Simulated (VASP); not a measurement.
# BN (Pm) in VASP: a series of runs, part 2 of 2

VASP 6.6.1. The steps go on from the part before.

## 3. Single point, PBEsol

INCAR

```
SYSTEM = BN
ALGO = Normal ; EDIFF = 1E-7
ENCUT = 520 ; GGA = PS
ISIF = 2 ; ISMEAR = 0
ISYM = 0 ; LASPH = .True.
LCHARG = .False. ; LREAL = .False.
LWAVE = .False. ; NBANDS = 16
NELM = 80 ; PREC = Accurate
SIGMA = 0.05
```

KPOINTS

```
k-points
0
Gamma
  12 12 4
  0 0 0
```

POSCAR

```
BN
1.0
    2.5043488457      0.0000000000      0.0000000000
   -1.2521744229      2.1688297203      0.0000000000
    0.0000000000      0.0000000000      7.0190956742
B N
2 2
Direct
    0.0661129562      0.4710477738      0.2500000000
    0.6666666667      0.3333333333      0.7500000000
    0.3333333333      0.6666666667      0.7500000000
    0.6666666667      0.3333333333      0.2500000000
```

Potentials or basis: VASP PAW PBE potentials, release 64 (B, N).

Started as:

```bash
$ cat potpaw_PBE.64/B/POTCAR potpaw_PBE.64/N/POTCAR > POTCAR
$ mpirun -np 1 vasp_std > vasp.out
```

OUTCAR:

```text
SYSTEM = BN
   EDIFF = 1E-7
   ENCUT = 520
   GGA = PS
   ISIF = 2
   ISMEAR = 0
   ISYM = 0
   LASPH = .True.
   LREAL = .False.
   NELM = 80
   PREC = Accurate

 ion  position               nearest neighbor table
   1  0.066  0.471  0.250-   4 0.88   4 1.70   4 1.92
   2  0.667  0.333  0.750-   3 1.45   3 1.45   3 1.45
   3  0.333  0.667  0.750-   2 1.45   2 1.45   2 1.45
   4  0.667  0.333  0.250-   1 0.88   1 1.70   1 1.92

 -----------------------------------------------------------------------------
|                                                                             |
|           W    W    AA    RRRRR   N    N  II  N    N   GGGG   !!!           |
|           W    W   A  A   R    R  NN   N  II  NN   N  G    G  !!!           |
|           W    W  A    A  R    R  N N  N  II  N N  N  G       !!!           |
|           W WW W  AAAAAA  RRRRR   N  N N  II  N  N N  G  GGG   !            |
|           WW  WW  A    A  R   R   N   NN  II  N   NN  G    G                |
|           W    W  A    A  R    R  N    N  II  N    N   GGGG   !!!           |
|                                                                             |
|     The distance between some ions is very small. Please check the          |
|     nearest-neighbor list in the OUTCAR file.                               |
|     I HOPE YOU KNOW WHAT YOU ARE DOING!                                     |
|                                                                             |
 -----------------------------------------------------------------------------

IMPORTANT INFORMATION: All symmetrisations will be switched off!
NOSYMM: (Re-)initialisation of all symmetry stuff for point group C_1.

----------------------------------------------------------------------------------------

                                     Primitive cell

  volume of cell :      38.1243

  direct lattice vectors                    reciprocal lattice vectors
     2.504348846  0.000000000  0.000000000     0.399305393  0.230539076  0.000000000
    -1.252174423  2.168829720  0.000000000     0.000000000  0.461078152  0.000000000
     0.000000000  0.000000000  7.019095674     0.000000000  0.000000000  0.142468495

  length of vectors
[... 115 lines left out ...]
   LEPSILON=     F    determine dielectric tensor
   LRPA    =     F    only Hartree local field effects (RPA)
 non-spin polarized calculation
 Gauss-broadening in eV      SIGMA  =   0.05
  energy-cutoff  :      520.00
  volume of cell :       38.12
 maximum number of plane-waves:      1058
   NGX =  9   NGY =  9   NGZ = 27

 number of electron      15.9999997 magnetization

 Free energy of the ion-electron system (eV)
  ---------------------------------------------------
  ext. energy  EPLUGINS =         0.00000000
  ---------------------------------------------------
  free energy    TOTEN  =       -19.81670046 eV

  energy without entropy =      -19.81670046  energy(sigma->0) =      -19.81670046

 E-fermi :   1.7890     XC(G=0):  -9.7250

 val. band max:        1.5737843593   @ k =   0.0000   0.0000   0.0000
 cond. band min:       5.6833213386   @ k =   0.5000   0.5000   0.2500
 fundamental gap:      4.1095369793
 Fermi energy:         1.7890432250

 k-point     1 :       0.0000    0.0000    0.0000
  band No.  band energies     occupation
      1     -16.3111      2.00000
      2     -15.1241      2.00000
      3      -4.9584      2.00000
      4      -3.4254      2.00000
      5      -2.9727      2.00000
      6       0.0103      2.00000
[... 433 lines left out ...]
      3      -4.2749      2.00000
      4      -3.9375      2.00000
      5      -2.9631      2.00000
      6      -2.3750      2.00000
[... 8 lines left out ...]
     15      16.1888      0.00000
     16      17.8388      0.00000

 [... further k-points ...]

------------------------ aborting loop because EDIFF is reached ----------------------------------------

  FORCE on cell =-STRESS in cart. coord.  units (eV):
  Direction    XX          YY          ZZ          XY          YZ          ZX
  --------------------------------------------------------------------------------------
  -------------------------------------------------------------------------------------
  Total       72.9334666     12.3371131     -0.0732760     28.1003627      0.0000000      0.0000000
  in kB     3065.0389413    518.4688718     -3.0794335   1180.9215993      0.0000005      0.0000020
  external PRESSURE =    1193.4761266 kB  Pullay stress =       0.0000000 kB

 VOLUME and BASIS-vectors are now :
 -----------------------------------------------------------------------------
  energy-cutoff  :      520.00
  volume of cell :       38.12
      direct lattice vectors                 reciprocal lattice vectors
     2.504348846  0.000000000  0.000000000     0.399305393  0.230539076  0.000000000
    -1.252174423  2.168829720  0.000000000     0.000000000  0.461078152  0.000000000
     0.000000000  0.000000000  7.019095674     0.000000000  0.000000000  0.142468495

 POSITION                                       TOTAL-FORCE (eV/Angst)
 -----------------------------------------------------------------------------------
     -0.42426      1.02162      1.75477        97.480480     33.720361     -0.000000
      1.25217      0.72294      5.26432        -0.001999     -0.000704      0.000000
     -0.00000      1.44589      5.26432         0.003351     -0.000376      0.000000
      1.25217      0.72294      1.75477       -97.481832    -33.719281      0.000000
 -----------------------------------------------------------------------------------
    total drift:                                0.000090      0.000069     -0.000000

  FREE ENERGIE OF THE ION-ELECTRON SYSTEM (eV)
  ---------------------------------------------------
  free  energy   TOTEN  =       -19.8167004628 eV

  energy  without entropy=      -19.8167004628  energy(sigma->0) =      -19.81670046
```

OSZICAR:

```text
N       E                     dE             d eps       ncg     rms          rms(c)
DAV:   1     0.683450051195E+02    0.68345E+02   -0.81107E+03  9424   0.917E+02
DAV:   2    -0.251465197131E+02   -0.93492E+02   -0.85980E+02 12960   0.234E+02
DAV:   3    -0.289919507690E+02   -0.38454E+01   -0.38323E+01 11408   0.482E+01
DAV:   4    -0.290157117958E+02   -0.23761E-01   -0.23758E-01 12248   0.429E+00
DAV:   5    -0.290159133979E+02   -0.20160E-03   -0.20160E-03 11544   0.367E-01    0.175E+01
DAV:   6    -0.208567554998E+02    0.81592E+01   -0.11131E+01 11728   0.265E+01    0.688E+00
DAV:   7    -0.199253570974E+02    0.93140E+00   -0.19191E+00 12304   0.105E+01    0.332E+00
DAV:   8    -0.198164537753E+02    0.10890E+00   -0.20626E-01 12936   0.380E+00    0.831E-01
DAV:   9    -0.198163982315E+02    0.55544E-04   -0.26881E-02 12536   0.132E+00    0.269E-01
DAV:  10    -0.198164558884E+02   -0.57657E-04   -0.14505E-03 12424   0.346E-01    0.129E-01
DAV:  11    -0.198167116844E+02   -0.25580E-03   -0.72221E-04 12944   0.234E-01    0.535E-02
DAV:  12    -0.198167054042E+02    0.62802E-05   -0.12470E-04 13456   0.876E-02    0.152E-02
DAV:  13    -0.198167018437E+02    0.35605E-05   -0.14141E-05 13136   0.351E-02    0.895E-03
DAV:  14    -0.198167006826E+02    0.11611E-05   -0.44405E-06 13488   0.189E-02    0.389E-03
DAV:  15    -0.198167004488E+02    0.23381E-06   -0.10639E-06 12280   0.830E-03    0.139E-03
DAV:  16    -0.198167004628E+02   -0.13968E-07   -0.72083E-08 11240   0.245E-03
   1 F= -.19816700E+02 E0= -.19816700E+02  d E =-.171199E-11
```

Wall time 5.3 min (1 thread of Intel Xeon 8259CL, shared host); peak memory 0.27 GiB.

What came out:

| Property | Result |
| --- | --- |
| Free energy | -19.8167 eV |
| Pressure | 119.3 GPa |
| Largest force | 103.149 eV/Å |
| Band gap on the k mesh | 4.11 eV (least direct gap 4.59 eV) |

Forces in eV/Å, atoms in the order of the input:
```
B    97.480  33.720   0.000
B    -0.002  -0.001   0.000
N     0.003   0.000   0.000
N   -97.482 -33.719   0.000
```

Stress tensor (GPa, compression positive):
```
306.50 118.09   0.00
118.09  51.85   0.00
  0.00   0.00  -0.31
```

Levels at points of the mesh, in eV from the valence-band top:
```
           k point  band 5  band 6  band 7  band 8  band 9  band 10  band 11  band 12
(0.00, 0.00, 0.00)   -4.55   -1.56   -1.56    0.00    4.90     9.15    10.07    11.29
(0.50, 0.00, 0.00)   -4.38   -3.02   -2.66   -1.20    4.51     5.95     9.42     9.57
(0.00, 0.50, 0.00)   -4.38   -4.02   -3.60   -1.14    4.45     7.00     9.33     9.47
(0.50, 0.50, 0.00)   -4.38   -3.18   -1.13   -1.06    4.11     4.37     7.67     9.43
(0.00, 0.00, 0.50)   -4.50   -1.56   -1.56    0.00    6.42     6.89    10.81    11.29
(0.50, 0.00, 0.50)   -4.38   -3.02   -2.63   -1.17    4.39     5.69     9.61     9.97
(0.00, 0.50, 0.50)   -4.38   -4.03   -3.55   -1.18    4.43     7.12     8.74     9.67
(0.50, 0.50, 0.50)   -4.38   -3.13   -1.24   -1.01    4.12     4.49     7.22     9.54
```

Caveat: atoms lie so close that the PAW spheres overlap strongly, which falsifies energies and pressures; the cell stands under pressure; the PAW data sets were made with another functional, which shifts forces and pressure a little; this functional lacks dispersion, which binds the layers, so the pressure and a relaxed spacing across them are unreliable. A hybrid or GW would open this gap; PBEsol tends to underestimate it.
